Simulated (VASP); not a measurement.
# B (P-3m1) in VASP: notebook

The runs below take B through single point, relaxation of cell and atoms, with PBE.

Program: VASP 6.6.1. These are calculated values, not measurements. Logs are shortened: lines on timing, memory, paths and dates and some standing lists are left out, and cuts for length are marked.

### 1 The cell of the first run

It takes space group P-3m1 (No. 164, trigonal). Conventional cell: a = 2.394 Å, b = 2.394 Å, c = 9.151 Å, α = 90.00°, β = 90.00°, γ = 120.00°. Within 2.7 Å of B (site symmetry -3m) lie 14 B at 1.92 to 2.63 Å. B (site symmetry 3m) has 12 B at 1.89 to 2.39 Å within 2.5 Å. B (site symmetry 3m) has 12 B at 1.89 to 2.39 Å within 2.5 Å. Within 2.5 Å of B (site symmetry 3m) lie 12 B at 1.86 to 2.39 Å.

The cell was generated, and may not be a known phase.

### 2 Single point, PBE

The input, INCAR:

```
SYSTEM = B
  ALGO = Normal
  EDIFF = 1E-7
  ENCUT = 520
  GGA = PE
  ISIF = 2
  ISMEAR = 0
  LASPH = .True.
  LCHARG = .True.
  LELF = .True.
  LREAL = .False.
  LVHAR = .True.
  LWAVE = .False.
  NBANDS = 20
  NELM = 100
  PREC = Accurate
  SIGMA = 0.1
```

The input, KPOINTS:

```
k-points
0
Gamma
  6 6 2
  0 0 0
```

The input, POSCAR:

```
B
1.0
    2.3943328554      0.0000000028      0.0000000000
   -1.1971664301      2.0735530765      0.0000000000
    0.0000000000      0.0000000000      9.1511357552
B
7
Direct
    0.0000000000      0.0000000000      0.0000000000
    0.3333333333      0.6666666667      0.1462128023
    0.0000000000      0.0000000000      0.2868581040
    0.6666666667      0.3333333333      0.4318357507
    0.3333333333      0.6666666667      0.5681642493
    0.0000000000      0.0000000000      0.7131418960
    0.6666666667      0.3333333333      0.8537871977
```

Potentials or basis: VASP PAW PBE potentials, release 64 (B).

Command:

```
> cat potpaw_PBE.64/B/POTCAR > POTCAR
> mpirun -np 1 vasp_std > vasp.out
```

OUTCAR:

```text
SYSTEM = B
   EDIFF = 1E-7
   ENCUT = 520
   GGA = PE
   ISIF = 2
   ISMEAR = 0
   LASPH = .True.
   LREAL = .False.
   NELM = 100
   PREC = Accurate

 ion  position               nearest neighbor table
   1  0.000  0.000  0.000-   2 1.92   7 1.92   2 1.92   7 1.92   7 1.92   2 1.92
   2  0.333  0.667  0.146-   3 1.89   3 1.89   3 1.89   1 1.92   1 1.92   1 1.92
   3  0.000  0.000  0.287-   2 1.89   2 1.89   2 1.89   4 1.92   4 1.92   4 1.92
   4  0.667  0.333  0.432-   5 1.86   5 1.86   5 1.86   3 1.92   3 1.92   3 1.92
   5  0.333  0.667  0.568-   4 1.86   4 1.86   4 1.86   6 1.92   6 1.92   6 1.92
   6  0.000  0.000  0.713-   7 1.89   7 1.89   7 1.89   5 1.92   5 1.92   5 1.92
   7  0.667  0.333  0.854-   6 1.89   6 1.89   6 1.89   1 1.92   1 1.92   1 1.92

  LATTYP: Found a hexagonal cell.
 ALAT       =     2.3943328554
 C/A-ratio  =     3.8219981548

  Lattice vectors:

 A1 = (   2.3943328554,   0.0000000028,   0.0000000000)
 A2 = (  -1.1971664301,   2.0735530765,   0.0000000000)
 A3 = (   0.0000000000,   0.0000000000,   9.1511357552)

Analysis of symmetry for initial positions (statically):
=====================================================================
 Subroutine PRICEL returns:
 Original cell was already a primitive cell.

 Routine SETGRP: Setting up the symmetry group for a
 hexagonal supercell.

 Subroutine GETGRP returns: Found 12 space group operations
 (whereof 12 operations were pure point group operations)
 out of a pool of 24 trial point group operations.

The static configuration has the point symmetry D_3d.

Analysis of symmetry for dynamics (positions and initial velocities):
=====================================================================
 Subroutine PRICEL returns:
 Original cell was already a primitive cell.

 Routine SETGRP: Setting up the symmetry group for a
 hexagonal supercell.

 Subroutine GETGRP returns: Found 12 space group operations
 (whereof 12 operations were pure point group operations)
 out of a pool of 24 trial point group operations.

The dynamic configuration has the point symmetry D_3d.

 Subroutine INISYM returns: Found 12 space group operations
 (whereof 12 operations are pure point group operations),
 and found     1 'primitive' translations

----------------------------------------------------------------------------------------

                                     Primitive cell

  volume of cell :      45.4333

  direct lattice vectors                    reciprocal lattice vectors
     2.394332855  0.000000003  0.000000000     0.417652874  0.241132000  0.000000000
    -1.197166430  2.073553077  0.000000000    -0.000000001  0.482263999  0.000000000
     0.000000000  0.000000000  9.151135755     0.000000000  0.000000000  0.109276053

  length of vectors
     2.394332855  2.394332855  9.151135755     0.482263999  0.482263999  0.109276053

  position of ions in fractional coordinates (direct lattice)
     0.000000000  0.000000000  0.000000000
     0.333333333  0.666666667  0.146212802
     0.000000000  0.000000000  0.286858104
     0.666666667  0.333333333  0.431835751
     0.333333333  0.666666667  0.568164249
     0.000000000  0.000000000  0.713141896
     0.666666667  0.333333333  0.853787198

  ion indices of the primitive-cell ions
   primitive index   ion index
                 1           1
                 2           2
                 3           3
                 4           4
                 5           5
                 6           6
                 7           7

----------------------------------------------------------------------------------------

 KPOINTS: k-points

Automatic generation of k-mesh.
 Grid dimensions read from file:
 generate k-points for:    6    6    2

 Generating k-lattice:

  Cartesian coordinates                     Fractional coordinates (reciprocal lattice)
     0.069608812  0.040188667  0.000000000     0.166666667  0.000000000  0.000000000
    -0.000000000  0.080377333  0.000000000     0.000000000  0.166666667  0.000000000
     0.000000000  0.000000000  0.054638027     0.000000000  0.000000000  0.500000000

  Length of vectors
     0.080377333  0.080377333  0.054638027

  Shift w.r.t. Gamma in fractional coordinates (k-lattice)
     0.000000000  0.000000000  0.000000000

 Subroutine IBZKPT returns following result:
 ===========================================

 Found     14 irreducible k-points:

 Following reciprocal coordinates:
            Coordinates               Weight
  0.000000  0.000000  0.000000      1.000000
  0.166667 -0.000000  0.000000      6.000000
  0.333333  0.000000  0.000000      6.000000
  0.500000  0.000000  0.000000      3.000000
  0.166667  0.166667  0.000000      6.000000
  0.333333  0.166667  0.000000     12.000000
  0.333333  0.333333  0.000000      2.000000
  0.000000  0.000000  0.500000      1.000000
  0.166667 -0.000000  0.500000      6.000000
  0.333333  0.000000  0.500000      6.000000
  0.500000  0.000000  0.500000      3.000000
  0.166667  0.166667  0.500000      6.000000
  0.333333  0.166667  0.500000     12.000000
  0.333333  0.333333  0.500000      2.000000
   k-points           NKPTS =     14   k-points in BZ     NKDIM =     14   number of bands    NBANDS=     20
   number of dos      NEDOS =    301   number of ions     NIONS =      7
   total plane-waves  NPLWV =  22680
   dimension x,y,z NGX =    18 NGY =   18 NGZ =   70
   dimension x,y,z NGXF=    36 NGYF=   36 NGZF=  140
   ions per type =               7
   NGX,Y,Z   is equivalent  to a cutoff of  12.50, 12.50, 12.72 a.u.
   NGXF,Y,Z  is equivalent  to a cutoff of  25.00, 25.00, 25.43 a.u.
 SYSTEM =  B
   PREC   = accura    normal or accurate (medium, high low for compatibility)
   ISTART =      0    job   : 0-new  1-cont  2-samecut
   ICHARG =      2    charge: 1-file 2-atom 10-const
   ISPIN  =      1    spin polarized calculation?
   LNONCOLLINEAR =      F non collinear calculations
   LSORBIT =      F    spin-orbit coupling
   LASPH  =      T    aspherical Exc in radial PAW
   ENCUT  =  520.0 eV  38.22 Ry    6.18 a.u.   4.45  4.45 17.02*2*pi/ulx,y,z
   NELM   =    100;   NELMIN=  2; NELMDL= -5     # of ELM steps
   EDIFF  = 0.1E-06   stopping-criterion for ELM
   LREAL  =      F    real-space projection
   EDIFFG = 0.1E-05   stopping-criterion for IOM
   NSW    =      0    number of steps for IOM
   IBRION =     -1    ionic relax: 0-MD 1-quasi-New 2-CG
   NFREE  =      0    steps in history (QN), initial steepest desc. (CG)
   ISIF   =      2    stress and relaxation
   ISYM   =      2    0-nonsym 1-usesym 2-fastsym
   POTIM  = 0.5000    time-step for ionic-motion
   TEBEG  =    0.0;   TEEND  =   0.0 temperature during run
   PSTRESS=    0.0 pullay stress
   NELECT =      21.0000    total number of electrons
   NUPDOWN=      -1.0000    fix difference up-down
   EMIN   =  10.00;   EMAX   =-10.00  energy-range for DOS
   EFERMI =   0.00;   METHOD = LEGACY
   ISMEAR =     0;   SIGMA  =   0.10  broadening in eV -4-tet -1-fermi 0-gaus
   EFERMI_NEDOS =   21; number of points for ismear=-14 and -15
   IALGO  =     38    algorithm
   IMIX   =      4    mixing-type and parameters
     AMIX     =   0.40;   BMIX     =  1.00
     AMIX_MAG =   1.60;   BMIX_MAG =  1.00
  volume/ion in A,a.u.               =       6.49        43.80
  Fermi-wavevector in a.u.,A,eV,Ry     =   1.265775  2.391967 21.799054  1.602185
  Thomas-Fermi vector in A             =   2.399010
   LORBIT       =      0    0 simple, 1 ext, 2 COOP (PROOUT), +10 PAW based schemes
   GGA     = PE    functional components
   LHFCALC =     F    Hartree Fock is set to
   AEXX    =    0.0000 exact exchange contribution
   IVDW    =     0    specifies the selected vdW correction
   LEPSILON=     F    determine dielectric tensor
   LRPA    =     F    only Hartree local field effects (RPA)
 non-spin polarized calculation
 Gauss-broadening in eV      SIGMA  =   0.10
  energy-cutoff  :      520.00
  volume of cell :       45.43
 maximum number of plane-waves:      1265
 NGX is ok and might be reduce to    18
   NGX =  9   NGY =  9   NGZ = 35

 number of electron      20.9999999 magnetization

 Free energy of the ion-electron system (eV)
  ---------------------------------------------------
  ext. energy  EPLUGINS =         0.00000000
  ---------------------------------------------------
  free energy    TOTEN  =       -38.66615287 eV

  energy without entropy =      -38.65815670  energy(sigma->0) =      -38.66215478

 E-fermi :   8.3740     XC(G=0): -12.5388

 val. band max:        8.3315942695   @ k =   0.3333   0.3333   0.5000
 cond. band min:       8.4401005813   @ k =   0.1667   0.1667   0.0000
 fundamental gap:      0.1085063118
 Fermi energy:         8.3739622570

 k-point     1 :       0.0000    0.0000    0.0000
  band No.  band energies     occupation
      1      -8.7174      2.00000
      2      -7.3187      2.00000
      3      -7.2745      2.00000
      4      -3.1073      2.00000
      5      -3.0278      2.00000
      6       3.2195      2.00000
[... 12 lines left out ...]
     19      18.5633      0.00000
     20      18.6797      0.00000

 k-point     2 :       0.1667   -0.0000    0.0000
  band No.  band energies     occupation
      1      -7.9330      2.00000
      2      -6.5403      2.00000
      3      -6.4957      2.00000
      4      -2.3487      2.00000
      5      -2.2720      2.00000
      6       3.9572      2.00000
[... 12 lines left out ...]
     19      17.8759      0.00000
     20      18.5832      0.00000

 k-point     3 :       0.3333    0.0000    0.0000
  band No.  band energies     occupation
      1      -5.5836      2.00000
      2      -4.2230      2.00000
      3      -4.1752      2.00000
      4      -0.1643      2.00000
      5      -0.1383      2.00000
      6       3.5689      2.00000
[... 12 lines left out ...]
     19      16.1558      0.00000
     20      17.9369      0.00000

 k-point     4 :       0.5000    0.0000    0.0000
  band No.  band energies     occupation
      1      -1.7408      2.00000
      2      -1.6810      2.00000
      3      -0.9389      2.00000
      4      -0.6747      2.00000
      5      -0.1712      2.00000
      6       0.0081      2.00000
[... 12 lines left out ...]
     19      15.3582      0.00000
     20      18.6154      0.00000

 k-point     5 :       0.1667    0.1667    0.0000
  band No.  band energies     occupation
      1      -6.3652      2.00000
      2      -4.9895      2.00000
      3      -4.9436      2.00000
      4      -0.8574      2.00000
      5      -0.8022      2.00000
      6       5.1212      2.00000
[... 12 lines left out ...]
     19      18.5455      0.00000
     20      19.1928      0.00000
[... 123 lines left out ...]
      6       0.7883      2.00000
[... 12 lines left out ...]
     19      18.3327      0.00000
     20      18.3532      0.00000

 k-point    12 :       0.1667    0.1667    0.5000
  band No.  band energies     occupation
      1      -6.0169      2.00000
      2      -6.0129      2.00000
      3      -3.3413      2.00000
      4      -3.1087      2.00000
      5       2.0914      2.00000
      6       2.1158      2.00000
[... 12 lines left out ...]
     19      16.8839      0.00000
     20      17.4811      0.00000

 k-point    13 :       0.3333    0.1667    0.5000
  band No.  band energies     occupation
      1      -2.9155      2.00000
      2      -2.9028      2.00000
      3      -0.4703      2.00000
      4      -0.1741      2.00000
      5       1.6599      2.00000
      6       1.6706      2.00000
[... 12 lines left out ...]
     19      15.8562      0.00000
     20      17.1501      0.00000

 k-point    14 :       0.3333    0.3333    0.5000
  band No.  band energies     occupation
      1       0.5982      2.00000
      2       0.7751      2.00000
      3       0.9301      2.00000
      4       0.9301      2.00000
      5       1.0604      2.00000
      6       1.0604      2.00000
[... 12 lines left out ...]
     19      15.0726      0.00000
     20      17.5121      0.00000

------------------------ aborting loop because EDIFF is reached ----------------------------------------

  FORCE on cell =-STRESS in cart. coord.  units (eV):
  Direction    XX          YY          ZZ          XY          YZ          ZX
  --------------------------------------------------------------------------------------
  -------------------------------------------------------------------------------------
  Total       -0.0476587     -0.0476587     -0.0252761     -0.0000000      0.0000000     -0.0000000
  in kB       -1.6806518     -1.6806518     -0.8913444     -0.0000000      0.0000000     -0.0000000
  external PRESSURE =      -1.4175493 kB  Pullay stress =       0.0000000 kB

 VOLUME and BASIS-vectors are now :
 -----------------------------------------------------------------------------
  energy-cutoff  :      520.00
  volume of cell :       45.43
      direct lattice vectors                 reciprocal lattice vectors
     2.394332855  0.000000003  0.000000000     0.417652874  0.241132000  0.000000000
    -1.197166430  2.073553077  0.000000000    -0.000000001  0.482263999  0.000000000
     0.000000000  0.000000000  9.151135755     0.000000000  0.000000000  0.109276053

 POSITION                                       TOTAL-FORCE (eV/Angst)
 -----------------------------------------------------------------------------------
      0.00000      0.00000      0.00000        -0.000000     -0.000000      0.000000
     -0.00000      1.38237      1.33801        -0.000000      0.000000     -0.008376
      0.00000      0.00000      2.62508         0.000000     -0.000000      0.009110
      1.19717      0.69118      3.95179         0.000000      0.000000     -0.007740
     -0.00000      1.38237      5.19935         0.000000     -0.000000      0.007740
      0.00000      0.00000      6.52606        -0.000000      0.000000     -0.009110
      1.19717      0.69118      7.81312         0.000000     -0.000000      0.008376
 -----------------------------------------------------------------------------------
    total drift:                                0.000000      0.000000      0.000000

  FREE ENERGIE OF THE ION-ELECTRON SYSTEM (eV)
  ---------------------------------------------------
  free  energy   TOTEN  =       -38.6661528663 eV

  energy  without entropy=      -38.6581566997  energy(sigma->0) =      -38.66215478
```

It took 15 s on 1 thread of Intel Xeon Platinum 8488C (Sapphire Rapids), shared host; peak memory 0.14 GiB.

Results:

- Free energy: -38.6662 eV
- Pressure: -0.1 GPa
- Largest force: 0.009 eV/Å
- Band gap on the k mesh: zero (an odd number of electrons rules out a gap without spin polarisation)

Forces on the atoms (eV/Å):
```
B    0.000  0.000  0.000
B    0.000  0.000 -0.008
B    0.000  0.000  0.009
B    0.000  0.000 -0.008
B    0.000  0.000  0.008
B    0.000  0.000 -0.009
B    0.000  0.000  0.008
```

Caveat: the k points lie up to 0.51 Å⁻¹ apart, too coarse for converged energies and pressures of a metal.

### 3 Single point, PBE

This run uses another cell than the first one, of 7.32 Å³/atom.

The input, INCAR:

```
SYSTEM = B
PREC = Accurate ; ENCUT = 520
EDIFF = 1E-6 ; ISMEAR = 0
SIGMA = 0.1 ; LREAL = .FALSE.
LASPH = .TRUE. ; NELM = 100
ALGO = Normal ; ISIF = 2
LWAVE = .FALSE. ; LCHARG = .FALSE.
GGA = PE ; NBANDS = 20
```

The input, KPOINTS:

```
Automatic mesh
0
G
  6 6 2
  0 0 0
```

The input, POSCAR:

```
B
1.0
    2.4741264900      0.0000000000      0.0000000000
   -1.2370632500      2.1426563900      0.0000000000
    0.0000000000      0.0000000000      9.6651630600
B
7
Direct
    0.0000000000      0.0000000000      0.0000000000
    0.3333333300      0.6666666700      0.1428571400
    0.0000000000      0.0000000000      0.2857142900
    0.6666666700      0.3333333300      0.4285714300
    0.3333333300      0.6666666700      0.5714285700
    0.0000000000      0.0000000000      0.7142857100
    0.6666666700      0.3333333300      0.8571428600
```

Potentials or basis: VASP PAW PBE potentials, release 64 (B).

Command:

```
> cat potpaw_PBE.64/B/POTCAR > POTCAR
> mpirun -np 1 vasp_std > vasp.out
```

It took 12 s on 1 thread of Intel Xeon Platinum 8488C (Sapphire Rapids), shared host; peak memory 0.15 GiB.

The run converged. Its results:

| Property | Result |
| --- | --- |
| Free energy | -38.1277 eV |
| Pressure | -23.7 GPa |
| Largest force | 0.367 eV/Å |
| Band gap on the k mesh | zero (an odd number of electrons rules out a gap without spin polarisation) |

Forces on the atoms (eV/Å):
```
B    0.000  0.000  0.000
B    0.000  0.000  0.259
B    0.000  0.000  0.049
B    0.000  0.000  0.367
B    0.000  0.000 -0.367
B    0.000  0.000 -0.049
B    0.000  0.000 -0.259
```

Stress tensor (GPa, compression positive):
```
-16.98   0.00   0.00
  0.00 -16.98   0.00
  0.00   0.00 -37.06
```

Levels at points of the mesh, in eV from the Fermi level:
| k point | band 6 | band 7 | band 8 | band 9 | band 10 | band 11 | band 12 | band 13 | band 14 | band 15 |
| --- | --- | --- | --- | --- | --- | --- | --- | --- | --- | --- |
| (0.00, 0.00, 0.00) | -4.88 | -4.85 | 5.58 | 5.58 | 5.93 | 5.93 | 6.91 | 6.99 | 6.99 | 6.99 |
| (0.50, 0.00, 0.00) | -7.68 | -5.41 | -4.47 | -3.28 | -2.61 | 0.81 | 1.26 | 2.22 | 2.25 | 2.61 |
| (0.00, 0.00, 0.50) | -7.89 | -3.05 | 4.69 | 5.53 | 5.53 | 6.23 | 6.23 | 6.37 | 6.37 | 8.10 |
| (0.50, 0.00, 0.50) | -6.85 | -6.13 | -5.32 | -2.29 | -1.77 | -0.18 | 1.12 | 1.22 | 1.30 | 3.71 |

Caveat: the k points lie up to 0.49 Å⁻¹ apart, too coarse for converged energies and pressures of a metal.

(Part 1 of 2 ends here.)

The gap in the log of VASP goes by the Fermi energy; the results here count the filled bands.